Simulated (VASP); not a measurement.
# ScAl2 (Fd-3m) in VASP: notebook, part 2 of 2

VASP 6.6.1. Earlier steps stand in the parts before.

## (4) Single point, PBEsol

This run uses another cell than the first one, of 18.15 Å³/atom, 1.063 times its volume.

File INCAR:

```
SYSTEM = ScAl2
  PREC = Accurate
  ENCUT = 520
  EDIFF = 1E-6
  ISMEAR = -1
  SIGMA = 0.15
  LREAL = .FALSE.
  LASPH = .TRUE.
  NELM = 80
  ALGO = Normal
  ISIF = 2
  LWAVE = .FALSE.
  LCHARG = .TRUE.
  GGA = PS
  LELF = .TRUE.
  LVHAR = .TRUE.
  NBANDS = 26
```

File KPOINTS:

```
regular mesh
0
G
  5 5 5
  0 0 0
```

File POSCAR:

```
ScAl2
1.0
    0.0000000000      3.7902004244      3.7902004244
    3.7902004244      0.0000000000      3.7902004244
    3.7902004244      3.7902004244      0.0000000000
Sc Al
2 4
Direct
    0.5000000000      0.5000000000      0.5000000000
    0.7500000000      0.7500000000      0.7500000000
    0.1250000000      0.1250000000      0.1250000000
    0.6250000000      0.1250000000      0.1250000000
    0.1250000000      0.6250000000      0.1250000000
    0.1250000000      0.1250000000      0.6250000000
```

Potentials or basis: VASP PAW PBE potentials, release 64 (Sc_sv, Al).

Launch:

```console
cat potpaw_PBE.64/Sc_sv/POTCAR potpaw_PBE.64/Al/POTCAR > POTCAR
mpirun -np 1 vasp_std > vasp.out
```

OUTCAR:

```text
SYSTEM = ScAl2
   PREC = Accurate
   ENCUT = 520
   EDIFF = 1E-6
   ISMEAR = -1
   LREAL = .FALSE.
   LASPH = .TRUE.
   NELM = 80
   ISIF = 2
   GGA = PS

 ion  position               nearest neighbor table
   1  0.500  0.500  0.500-   3 3.14   5 3.14   6 3.14   3 3.14   4 3.14   6 3.14   4 3.14   5 3.14
                             3 3.14   6 3.14   5 3.14   4 3.14   2 3.28   2 3.28   2 3.28   2 3.28
   2  0.750  0.750  0.750-   4 3.14   5 3.14   3 3.14   4 3.14   6 3.14   3 3.14   5 3.14   6 3.14
                             6 3.14   3 3.14   4 3.14   5 3.14   1 3.28   1 3.28   1 3.28   1 3.28
   3  0.125  0.125  0.125-   4 2.68   5 2.68   6 2.68   6 2.68   5 2.68   4 2.68   1 3.14   2 3.14
                             1 3.14   2 3.14   1 3.14   2 3.14
   4  0.625  0.125  0.125-   3 2.68   6 2.68   5 2.68   3 2.68   5 2.68   6 2.68   2 3.14   1 3.14
                             2 3.14   1 3.14   1 3.14   2 3.14
   5  0.125  0.625  0.125-   3 2.68   6 2.68   3 2.68   4 2.68   6 2.68   4 2.68   1 3.14   2 3.14
                             1 3.14   2 3.14   1 3.14   2 3.14
   6  0.125  0.125  0.625-   3 2.68   3 2.68   4 2.68   5 2.68   5 2.68   4 2.68   1 3.14   2 3.14
                             1 3.14   2 3.14   1 3.14   2 3.14

  LATTYP: Found a face centered cubic cell.
 ALAT       =     7.5804008488

  Lattice vectors:

 A1 = (   0.0000000000,   3.7902004244,   3.7902004244)
 A2 = (   3.7902004244,   0.0000000000,   3.7902004244)
 A3 = (   3.7902004244,   3.7902004244,   0.0000000000)

Analysis of symmetry for initial positions (statically):
=====================================================================
 Subroutine PRICEL returns:
 Original cell was already a primitive cell.

 Routine SETGRP: Setting up the symmetry group for a
 face centered cubic supercell.

 Subroutine GETGRP returns: Found 48 space group operations
 (whereof 24 operations were pure point group operations)
 out of a pool of 48 trial point group operations.

The static configuration has the point symmetry T_d .
 The point group associated with its full space group is O_h .

Analysis of symmetry for dynamics (positions and initial velocities):
=====================================================================
 Subroutine PRICEL returns:
 Original cell was already a primitive cell.

 Routine SETGRP: Setting up the symmetry group for a
 face centered cubic supercell.

 Subroutine GETGRP returns: Found 48 space group operations
 (whereof 24 operations were pure point group operations)
 out of a pool of 48 trial point group operations.

The dynamic configuration has the point symmetry T_d .
 The point group associated with its full space group is O_h .

 Subroutine INISYM returns: Found 48 space group operations
 (whereof 24 operations are pure point group operations),
 and found     1 'primitive' translations

----------------------------------------------------------------------------------------

                                     Primitive cell

  volume of cell :     108.8972

  direct lattice vectors                    reciprocal lattice vectors
     0.000000000  3.790200424  3.790200424    -0.131919145  0.131919145  0.131919145
     3.790200424  0.000000000  3.790200424     0.131919145 -0.131919145  0.131919145
     3.790200424  3.790200424  0.000000000     0.131919145  0.131919145 -0.131919145
[... 51 lines left out ...]
  0.400000  0.000000  0.000000      8.000000
  0.200000  0.200000  0.000000      6.000000
  0.400000  0.200000  0.000000     24.000000
 -0.400000  0.200000  0.000000     24.000000
 -0.200000  0.200000  0.000000     12.000000
  0.400000  0.400000  0.000000      6.000000
 -0.400000  0.400000  0.000000     12.000000
 -0.400000  0.400000  0.200000     24.000000
   k-points           NKPTS =     10   k-points in BZ     NKDIM =     10   number of bands    NBANDS=     26
   number of dos      NEDOS =    301   number of ions     NIONS =      6
   total plane-waves  NPLWV =  64000
   dimension x,y,z NGX =    40 NGY =   40 NGZ =   40
   dimension x,y,z NGXF=    80 NGYF=   80 NGZF=   80
   ions per type =               2   4
   NGX,Y,Z   is equivalent  to a cutoff of  12.41, 12.41, 12.41 a.u.
   NGXF,Y,Z  is equivalent  to a cutoff of  24.81, 24.81, 24.81 a.u.
 SYSTEM =  ScAl2
   PREC   = accura    normal or accurate (medium, high low for compatibility)
   ISTART =      0    job   : 0-new  1-cont  2-samecut
   ICHARG =      2    charge: 1-file 2-atom 10-const
   ISPIN  =      1    spin polarized calculation?
   LNONCOLLINEAR =      F non collinear calculations
   LSORBIT =      F    spin-orbit coupling
   LASPH  =      T    aspherical Exc in radial PAW
   ENCUT  =  520.0 eV  38.22 Ry    6.18 a.u.   9.97  9.97  9.97*2*pi/ulx,y,z
   NELM   =     80;   NELMIN=  2; NELMDL= -5     # of ELM steps
   EDIFF  = 0.1E-05   stopping-criterion for ELM
   LREAL  =      F    real-space projection
   EDIFFG = 0.1E-04   stopping-criterion for IOM
   NSW    =      0    number of steps for IOM
   IBRION =     -1    ionic relax: 0-MD 1-quasi-New 2-CG
   NFREE  =      0    steps in history (QN), initial steepest desc. (CG)
   ISIF   =      2    stress and relaxation
   ISYM   =      2    0-nonsym 1-usesym 2-fastsym
   POTIM  = 0.5000    time-step for ionic-motion
   TEBEG  =    0.0;   TEEND  =   0.0 temperature during run
   PSTRESS=    0.0 pullay stress
   NELECT =      34.0000    total number of electrons
   NUPDOWN=      -1.0000    fix difference up-down
   EMIN   =  10.00;   EMAX   =-10.00  energy-range for DOS
   EFERMI =   0.00;   METHOD = LEGACY
   ISMEAR =    -1;   SIGMA  =   0.15  broadening in eV -4-tet -1-fermi 0-gaus
   EFERMI_NEDOS =   21; number of points for ismear=-14 and -15
   IALGO  =     38    algorithm
   IMIX   =      4    mixing-type and parameters
     AMIX     =   0.40;   BMIX     =  1.00
     AMIX_MAG =   1.60;   BMIX_MAG =  1.00
  volume/ion in A,a.u.               =      18.15       122.48
  Fermi-wavevector in a.u.,A,eV,Ry     =   1.110612  2.098752 16.782224  1.233459
  Thomas-Fermi vector in A             =   2.247165
   LORBIT       =      0    0 simple, 1 ext, 2 COOP (PROOUT), +10 PAW based schemes
   GGA     = PS    functional components
   LHFCALC =     F    Hartree Fock is set to
   AEXX    =    0.0000 exact exchange contribution
   IVDW    =     0    specifies the selected vdW correction
   LEPSILON=     F    determine dielectric tensor
   LRPA    =     F    only Hartree local field effects (RPA)
 non-spin polarized calculation
  energy-cutoff  :      520.00
  volume of cell :      108.90
 maximum number of plane-waves:      2945
   NGX = 19   NGY = 19   NGZ = 19

 number of electron      33.9999994 magnetization

 Free energy of the ion-electron system (eV)
  ---------------------------------------------------
  ext. energy  EPLUGINS =         0.00000000
  ---------------------------------------------------
  free energy    TOTEN  =       -32.61854891 eV

  energy without entropy =      -32.35575818  energy(sigma->0) =      -32.48715354

 E-fermi :   6.4063     XC(G=0): -10.3656

 val. band max:        6.3730352496   @ k =  -0.4000   0.4000   0.0000
 cond. band min:       6.4235189089   @ k =  -0.2000   0.2000   0.0000
 fundamental gap:      0.0504836594
 Fermi energy:         6.4063171957

 k-point     1 :       0.0000    0.0000    0.0000
  band No.  band energies     occupation
      1     -42.7637      2.00000
      2     -42.7251      2.00000
      3     -21.5365      2.00000
      4     -21.5365      2.00000
      5     -21.5365      2.00000
      6     -21.4307      2.00000
[... 279 lines left out ...]
     25       9.6858      0.00000
     26      10.0053      0.00000

------------------------ aborting loop because EDIFF is reached ----------------------------------------

  FORCE on cell =-STRESS in cart. coord.  units (eV):
  Direction    XX          YY          ZZ          XY          YZ          ZX
  --------------------------------------------------------------------------------------
  -------------------------------------------------------------------------------------
  Total       -1.1522625     -1.1522625     -1.1522625      0.0000000      0.0000000      0.0000000
  in kB      -16.9529587    -16.9529587    -16.9529587      0.0000000      0.0000000      0.0000000
  external PRESSURE =     -16.9529587 kB  Pullay stress =       0.0000000 kB

 VOLUME and BASIS-vectors are now :
 -----------------------------------------------------------------------------
  energy-cutoff  :      520.00
  volume of cell :      108.90
      direct lattice vectors                 reciprocal lattice vectors
     0.000000000  3.790200424  3.790200424    -0.131919145  0.131919145  0.131919145
     3.790200424  0.000000000  3.790200424     0.131919145 -0.131919145  0.131919145
     3.790200424  3.790200424  0.000000000     0.131919145  0.131919145 -0.131919145

 POSITION                                       TOTAL-FORCE (eV/Angst)
 -----------------------------------------------------------------------------------
      3.79020      3.79020      3.79020         0.000000      0.000000     -0.000000
      5.68530      5.68530      5.68530         0.000000      0.000000      0.000000
      0.94755      0.94755      0.94755        -0.000000     -0.000000     -0.000000
      0.94755      2.84265      2.84265        -0.000000     -0.000000     -0.000000
      2.84265      0.94755      2.84265        -0.000000     -0.000000     -0.000000
      2.84265      2.84265      0.94755        -0.000000     -0.000000     -0.000000
 -----------------------------------------------------------------------------------
    total drift:                               -0.000000     -0.000000      0.000000

  FREE ENERGIE OF THE ION-ELECTRON SYSTEM (eV)
  ---------------------------------------------------
  free  energy   TOTEN  =       -32.6185489075 eV

  energy  without entropy=      -32.3557581790  energy(sigma->0) =      -32.48715354
```

It took 34 s on 1 thread of AMD EPYC 7R13 (Zen 3), shared host; peak memory 0.2 GiB.

What came out:

```yaml
Free_energy: -32.6185 eV
Pressure: -1.7 GPa
Band_gap_on_the_k_mesh: zero (band 17 reaches 6.76 eV, above the bottom of band 18 at 4.69 eV)
```

Caveat: the PAW data sets were made with another functional, which shifts forces and pressure a little.

## (5) Overview

```csv
cell,gap on the mesh (eV),pressure (GPa)
"a = 5.252 Å, angles 60.0°, 6 atoms",none,4.2
"a = 5.307 Å, angles 60.0°, 6 atoms",none,1.0
"a = 5.360 Å, angles 60.0°, 6 atoms",none,-1.7
```

Alike in all rows: task single point; level PBEsol; potentials or basis VASP PAW PBE potentials, release 64 (Sc_sv, Al); no spin polarisation; k mesh 5 × 5 × 5; cutoff (eV) 520; smearing fermi-dirac 0.15 eV.

Caveats: the PAW data sets were made with another functional, which shifts forces and pressure a little.

Absolute energies hang on the potentials; compare differences alone.
